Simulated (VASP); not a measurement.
# YbSn2Au2 (I4/mmm) in VASP: single point with r2SCAN

Aim: the single point of YbSn2Au2 with r2SCAN.

Program: VASP 6.6.1. These are calculated values, not measurements. Logs are shortened: lines on timing, memory, paths and dates and some standing lists are left out, and cuts for length are marked.

### Step 1. The cell of the first run

The structure is tetragonal, space group I4/mmm (No. 139). The conventional cell has a = 4.585 Å, b = 4.585 Å, c = 10.748 Å, α = 90.00°, β = 90.00°, γ = 90.00°. Within 3.5 Å of Au (site symmetry -4m2) lie 4 Sn at 2.66 Å and 4 Au at 3.24 Å. Within 4.6 Å of Yb (site symmetry 4/mmm) lie 10 Sn at 3.51 to 4.03 Å and 8 Au at 3.53 Å and 4 Yb at 4.58 Å. Sn (site symmetry 4mm) has 4 Au at 2.66 Å and 1 Sn at 2.69 Å within 3.5 Å.

### Step 2. Single point, r2SCAN

POSCAR reads:

```
YbSn2Au2
1.0
    0.0000000000      4.5847050000      0.0000000000
    4.5847050000      0.0000000000      0.0000000000
    2.2923530000      2.2923530000     -5.3739550000
Au Yb Sn
2 1 2
Direct
    0.7500000000      0.2500000000      0.5000000000
    0.2500000000      0.7500000000      0.5000000000
    0.0000000000      0.0000000000      0.0000000000
    0.3750000000      0.3750000000      0.2500000000
    0.6250000000      0.6250000000      0.7500000000
```

INCAR.step1 reads:

```
SYSTEM = YbSn2Au2
ALGO = Normal
EDIFF = 1E-4
ENCUT = 520
GGA = PE
ISMEAR = -1
LASPH = .TRUE.
LCHARG = .FALSE.
LREAL = .FALSE.
LWAVE = .TRUE.
NBANDS = 45
NELM = 60
PREC = Accurate
SIGMA = 0.1
```

INCAR.step2 reads:

```
SYSTEM = YbSn2Au2
ALGO = Normal
EDIFF = 1E-6
ENCUT = 520
ISIF = 2
ISMEAR = -1
ISTART = 1
LASPH = .TRUE.
LCHARG = .FALSE.
LMIXTAU = .TRUE.
LREAL = .FALSE.
LWAVE = .FALSE.
METAGGA = R2SCAN
NBANDS = 45
NELM = 60
PREC = Accurate
SIGMA = 0.1
```

KPOINTS reads:

```
k-points
0
G
  6 6 6
  0 0 0
```

Potentials or basis: VASP PAW PBE potentials, release 64 (Au, Yb, Sn_d).

The run is started by

```bash
> cat potpaw_PBE.64/Au/POTCAR potpaw_PBE.64/Yb/POTCAR potpaw_PBE.64/Sn_d/POTCAR > POTCAR
> cp INCAR.step1 INCAR
> mpirun -np 1 vasp_std > vasp.out
> cp INCAR.step2 INCAR
> mpirun -np 1 vasp_std > vasp.out
```

OUTCAR:

```text
SYSTEM = YbSn2Au2
   EDIFF = 1E-6
   ENCUT = 520
   ISIF = 2
   ISMEAR = -1
   ISTART = 1
   LASPH = .TRUE.
   LREAL = .FALSE.
   METAGGA = R2SCAN
   NELM = 60
   PREC = Accurate

 ion  position               nearest neighbor table
   1  0.750  0.250  0.500-   4 2.66   5 2.66   5 2.66   4 2.66   2 3.24   2 3.24   2 3.24   2 3.24
                             3 3.53   3 3.53   3 3.53   3 3.53
   2  0.250  0.750  0.500-   4 2.66   5 2.66   5 2.66   4 2.66   1 3.24   1 3.24   1 3.24   1 3.24
                             3 3.53   3 3.53   3 3.53   3 3.53
   3  0.000  0.000  0.000-   5 3.51   4 3.51   5 3.51   4 3.51   4 3.51   5 3.51   5 3.51   4 3.51
                             1 3.53   2 3.53   2 3.53   1 3.53   2 3.53   1 3.53   2 3.53   1 3.53
   4  0.375  0.375  0.250-   2 2.66   1 2.66   1 2.66   2 2.66   5 2.69   3 3.51   3 3.51   3 3.51
                             3 3.51
   5  0.625  0.625  0.750-   2 2.66   1 2.66   1 2.66   2 2.66   4 2.69   3 3.51   3 3.51   3 3.51
                             3 3.51

  LATTYP: Found a body centered tetragonal cell.
 ALAT       =     4.5847050000
 C/A-ratio  =     2.3442969613

  Lattice vectors:

 A1 = (  -2.2923530000,   2.2923520000,   5.3739550000)
 A2 = (   2.2923520000,  -2.2923530000,   5.3739550000)
 A3 = (   2.2923530000,   2.2923530000,  -5.3739550000)

Analysis of symmetry for initial positions (statically):
=====================================================================
 Subroutine PRICEL returns:
 Original cell was already a primitive cell.

 Routine SETGRP: Setting up the symmetry group for a
 body centered tetragonal supercell.

 Subroutine GETGRP returns: Found 16 space group operations
 (whereof 16 operations were pure point group operations)
 out of a pool of 16 trial point group operations.

The static configuration has the point symmetry D_4h.

Analysis of symmetry for dynamics (positions and initial velocities):
=====================================================================
 Subroutine PRICEL returns:
 Original cell was already a primitive cell.

 Routine SETGRP: Setting up the symmetry group for a
 body centered tetragonal supercell.

 Subroutine GETGRP returns: Found 16 space group operations
 (whereof 16 operations were pure point group operations)
 out of a pool of 16 trial point group operations.

The dynamic configuration has the point symmetry D_4h.

 Subroutine INISYM returns: Found 16 space group operations
 (whereof 16 operations are pure point group operations),
 and found     1 'primitive' translations

----------------------------------------------------------------------------------------

                                     Primitive cell

  volume of cell :     112.9580

  direct lattice vectors                    reciprocal lattice vectors
     0.000000000  4.584705000  0.000000000     0.000000000  0.218116542  0.093041365
     4.584705000  0.000000000  0.000000000     0.218116542  0.000000000  0.093041365
     2.292353000  2.292353000 -5.373955000     0.000000000  0.000000000 -0.186082690

  length of vectors
     4.584705000  4.584705000  6.276078146     0.237131865  0.237131865  0.186082690

  position of ions in fractional coordinates (direct lattice)
     0.750000000  0.250000000  0.500000000
     0.250000000  0.750000000  0.500000000
     0.000000000  0.000000000  0.000000000
     0.375000000  0.375000000  0.250000000
     0.625000000  0.625000000  0.750000000

  ion indices of the primitive-cell ions
   primitive index   ion index
                 1           1
                 2           2
                 3           3
                 4           4
                 5           5

----------------------------------------------------------------------------------------

 KPOINTS: k-points

Automatic generation of k-mesh.
 Grid dimensions read from file:
 generate k-points for:    6    6    6

 Generating k-lattice:

  Cartesian coordinates                     Fractional coordinates (reciprocal lattice)
     0.000000000  0.036352757  0.015506894     0.166666667  0.000000000 -0.000000000
     0.036352757  0.000000000  0.015506894     0.000000000  0.166666667 -0.000000000
     0.000000000  0.000000000 -0.031013782     0.000000000  0.000000000  0.166666667

  Length of vectors
     0.039521978  0.039521978  0.031013782

  Shift w.r.t. Gamma in fractional coordinates (k-lattice)
     0.000000000  0.000000000  0.000000000

 Subroutine IBZKPT returns following result:
 ===========================================

 Found     30 irreducible k-points:

 Following reciprocal coordinates:
            Coordinates               Weight
  0.000000  0.000000  0.000000      1.000000
  0.166667  0.000000 -0.000000      8.000000
  0.333333  0.000000 -0.000000      8.000000
  0.500000  0.000000  0.000000      4.000000
  0.166667  0.166667 -0.000000      8.000000
  0.333333  0.166667 -0.000000     16.000000
[... 16 lines left out ...]
 -0.333333 -0.333333  0.166667      4.000000
 -0.166667 -0.333333  0.166667     16.000000
 [... further k-points ...]
   k-points           NKPTS =     30   k-points in BZ     NKDIM =     30   number of bands    NBANDS=     45
   number of dos      NEDOS =    301   number of ions     NIONS =      5
   total plane-waves  NPLWV =  62208
   dimension x,y,z NGX =    36 NGY =   36 NGZ =   48
   dimension x,y,z NGXF=    72 NGYF=   72 NGZF=   96
   ions per type =               2   1   2
   NGX,Y,Z   is equivalent  to a cutoff of  13.05, 13.05, 12.71 a.u.
   NGXF,Y,Z  is equivalent  to a cutoff of  26.11, 26.11, 25.43 a.u.
 SYSTEM =  YbSn2Au2
   PREC   = accura    normal or accurate (medium, high low for compatibility)
   ISTART =      1    job   : 0-new  1-cont  2-samecut
   ICHARG =      0    charge: 1-file 2-atom 10-const
   ISPIN  =      1    spin polarized calculation?
   LNONCOLLINEAR =      F non collinear calculations
   LSORBIT =      F    spin-orbit coupling
   LASPH  =      T    aspherical Exc in radial PAW
   ENCUT  =  520.0 eV  38.22 Ry    6.18 a.u.   8.52  8.52 11.67*2*pi/ulx,y,z
   NELM   =     60;   NELMIN=  2; NELMDL=  0     # of ELM steps
   EDIFF  = 0.1E-05   stopping-criterion for ELM
   LREAL  =      F    real-space projection
   EDIFFG = 0.1E-04   stopping-criterion for IOM
   NSW    =      0    number of steps for IOM
   IBRION =     -1    ionic relax: 0-MD 1-quasi-New 2-CG
   NFREE  =      0    steps in history (QN), initial steepest desc. (CG)
   ISIF   =      2    stress and relaxation
   ISYM   =      2    0-nonsym 1-usesym 2-fastsym
   POTIM  = 0.5000    time-step for ionic-motion
   TEBEG  =    0.0;   TEEND  =   0.0 temperature during run
   PSTRESS=    0.0 pullay stress
   NELECT =      74.0000    total number of electrons
   NUPDOWN=      -1.0000    fix difference up-down
   EMIN   =  10.00;   EMAX   =-10.00  energy-range for DOS
   EFERMI =   0.00;   METHOD = LEGACY
   ISMEAR =    -1;   SIGMA  =   0.10  broadening in eV -4-tet -1-fermi 0-gaus
   EFERMI_NEDOS =   21; number of points for ismear=-14 and -15
   IALGO  =     38    algorithm
   IMIX   =      4    mixing-type and parameters
     AMIX     =   0.40;   BMIX     =  1.00
     AMIX_MAG =   1.60;   BMIX_MAG =  1.00
  volume/ion in A,a.u.               =      22.59       152.46
  Fermi-wavevector in a.u.,A,eV,Ry     =   1.421826  2.686862 27.505392  2.021589
  Thomas-Fermi vector in A             =   2.542595
   LORBIT       =      0    0 simple, 1 ext, 2 COOP (PROOUT), +10 PAW based schemes
   METAGGA = R2SCAN    functional components
   LHFCALC =     F    Hartree Fock is set to
   AEXX    =    0.0000 exact exchange contribution
   IVDW    =     0    specifies the selected vdW correction
   LEPSILON=     F    determine dielectric tensor
   LRPA    =     F    only Hartree local field effects (RPA)
 non-spin polarized calculation
  energy-cutoff  :      520.00
  volume of cell :      112.96
 maximum number of plane-waves:      3076
 NGX is ok and might be reduce to    36
   NGX = 17   NGY = 17   NGZ = 23

 number of electron      73.9999992 magnetization

 Free energy of the ion-electron system (eV)
  ---------------------------------------------------
  ext. energy  EPLUGINS =         0.00000000
  ---------------------------------------------------
  free energy    TOTEN  =      -188.18044758 eV

  energy without entropy =     -188.06047925  energy(sigma->0) =     -188.12046342

 E-fermi :   7.6351     XC(G=0): -12.0515

 val. band max:        7.6175140988   @ k =  -0.3333   0.0000   0.3333
 cond. band min:       7.6501727415   @ k =   0.5000   0.1667   0.0000
 fundamental gap:      0.0326586427
 Fermi energy:         7.6351219408

 k-point     1 :       0.0000    0.0000    0.0000
  band No.  band energies     occupation
      1     -45.9414      2.00000
      2     -17.6704      2.00000
      3     -17.6703      2.00000
      4     -17.6617      2.00000
      5     -14.9106      2.00000
      6     -14.7276      2.00000
[... 37 lines left out ...]
     44      12.2403      0.00000
     45      13.1913      0.00000

 k-point     2 :       0.1667    0.0000   -0.0000
  band No.  band energies     occupation
      1     -45.9413      2.00000
      2     -17.6754      2.00000
      3     -17.6703      2.00000
      4     -17.6612      2.00000
      5     -14.9107      2.00000
      6     -14.7327      2.00000
[... 37 lines left out ...]
     44      12.3982      0.00000
     45      12.8450      0.00000

 k-point     3 :       0.3333    0.0000   -0.0000
  band No.  band energies     occupation
      1     -45.9412      2.00000
      2     -17.6854      2.00000
      3     -17.6702      2.00000
      4     -17.6601      2.00000
      5     -14.9107      2.00000
      6     -14.7428      2.00000
[... 37 lines left out ...]
     44      12.1624      0.00000
     45      12.8587      0.00000

 k-point     4 :       0.5000    0.0000    0.0000
  band No.  band energies     occupation
      1     -45.9412      2.00000
      2     -17.6903      2.00000
      3     -17.6702      2.00000
      4     -17.6595      2.00000
      5     -14.9107      2.00000
      6     -14.7479      2.00000
[... 901 lines left out ...]
     44      12.1532      0.00000
     45      13.2472      0.00000

 k-point    23 :      -0.3333   -0.3333    0.1667
  band No.  band energies     occupation
      1     -45.9411      2.00000
      2     -17.6840      2.00000
      3     -17.6837      2.00000
      4     -17.6597      2.00000
      5     -14.9110      2.00000
      6     -14.7504      2.00000
[... 37 lines left out ...]
     44      12.5884      0.00000
     45      13.2338      0.00000

 k-point    24 :      -0.1667   -0.3333    0.1667
  band No.  band energies     occupation
      1     -45.9412      2.00000
      2     -17.6847      2.00000
      3     -17.6747      2.00000
      4     -17.6604      2.00000
      5     -14.9116      2.00000
      6     -14.7463      2.00000
[... 37 lines left out ...]
     44      12.5576      0.00000
     45      12.8658      0.00000

 [... further k-points ...]
[... 5 lines left out ...]
  --------------------------------------------------------------------------------------
  -------------------------------------------------------------------------------------
  Total        5.0161177      5.0161177      5.1582728      0.0000000     -0.0000005     -0.0000005
  in kB       71.1478015     71.1478015     73.1641065      0.0000000     -0.0000068     -0.0000068
  external PRESSURE =      71.8199032 kB  Pullay stress =       0.0000000 kB

 VOLUME and BASIS-vectors are now :
 -----------------------------------------------------------------------------
  energy-cutoff  :      520.00
  volume of cell :      112.96
      direct lattice vectors                 reciprocal lattice vectors
     0.000000000  4.584705000  0.000000000     0.000000000  0.218116542  0.093041365
     4.584705000  0.000000000  0.000000000     0.218116542  0.000000000  0.093041365
     2.292353000  2.292353000 -5.373955000     0.000000000  0.000000000 -0.186082690

 POSITION                                       TOTAL-FORCE (eV/Angst)
 -----------------------------------------------------------------------------------
      2.29235      4.58471     -2.68698        -0.000000     -0.000000     -0.000000
      4.58471      2.29235     -2.68698         0.000000      0.000000      0.000000
      0.00000      0.00000      0.00000         0.000000      0.000000      0.000000
      2.29235      2.29235     -1.34349        -0.000000     -0.000000      0.436339
      4.58471      4.58471     -4.03047         0.000000      0.000000     -0.436339
 -----------------------------------------------------------------------------------
    total drift:                               -0.000000      0.000000      0.000000

  FREE ENERGIE OF THE ION-ELECTRON SYSTEM (eV)
  ---------------------------------------------------
  free  energy   TOTEN  =      -188.1804475817 eV

  energy  without entropy=     -188.0604792508  energy(sigma->0) =     -188.12046342
```

Wall time 40 min (1 thread of Oxide Virtual Turin-like, shared host); peak memory 0.34 GiB.

Results:

* Free energy: -188.1804 eV
* Pressure: 7.2 GPa
* Largest force: 0.436 eV/Å
* Band gap on the k mesh: zero (band 37 reaches 8.85 eV, above the bottom of band 38 at 7.17 eV)

Forces on the atoms (eV/Å):
```
Au   0.000  0.000  0.000
Au   0.000  0.000  0.000
Yb   0.000  0.000  0.000
Sn   0.000  0.000  0.436
Sn   0.000  0.000 -0.436
```

Levels at points of the mesh, in eV from the Fermi level:
| k point | band 35 | band 36 | band 37 | band 38 | band 39 | band 40 |
| --- | --- | --- | --- | --- | --- | --- |
| (0.00, 0.00, 0.00) | -0.48 | -0.47 | 0.32 | 0.43 | 1.21 | 1.21 |
| (0.50, 0.00, 0.00) | -0.48 | -0.46 | 0.95 | 1.58 | 1.78 | 2.06 |
| (0.50, 0.50, 0.00) | -0.49 | -0.49 | -0.47 | -0.46 | 2.51 | 2.69 |
| (0.00, 0.00, 0.50) | -0.44 | -0.44 | 0.55 | 2.25 | 2.39 | 3.28 |

Caveat: the PAW data sets were made with another functional, which shifts forces and pressure a little; spin-orbit coupling is left out, which moves the levels of the heavy elements; without U or exact exchange the open f shell lies at the Fermi level, which spoils levels, moments and volumes. Spin polarisation is off, so any magnetic state and its effect on volume and gap are missing.
